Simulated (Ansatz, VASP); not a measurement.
# Two plane-wave programs on Sb

```
Sb
1.0
     3.16000    0.00000    0.00000
     0.00000    3.16000    0.00000
     0.00000    0.00000    3.16000
Sb
1
Direct
  0.00000 0.00000 0.00000
```

Alike in both runs: task single point; functional PBE; k mesh 10 × 10 × 10; occupations gaussian, width 0.05 eV; no spin polarisation.

|  | VASP | Ansatz |
| --- | --- | --- |
| version | VASP 6.6.1 | Ansatz 0.2.0 |
| potentials or method | VASP PAW PBE potentials, release 64 (Sb), cutoff 520 eV | scalar-relativistic, plane waves, PAW |
| valence electrons in the cell | 5 | 15 |

```tsv
	VASP	Ansatz	Ansatz less VASP
gap on the k mesh at the Fermi level (eV)	none	none	-
pressure (GPa)	-2.7	-2.7	+0.04
```

A gap of «none» marks a metal or a gap that the smearing closes. VASP's potentials hold 5 valence electrons a cell and Ansatz's 15, so a difference there can come from the potentials and not from the codes.

Spin-orbit coupling is off throughout.
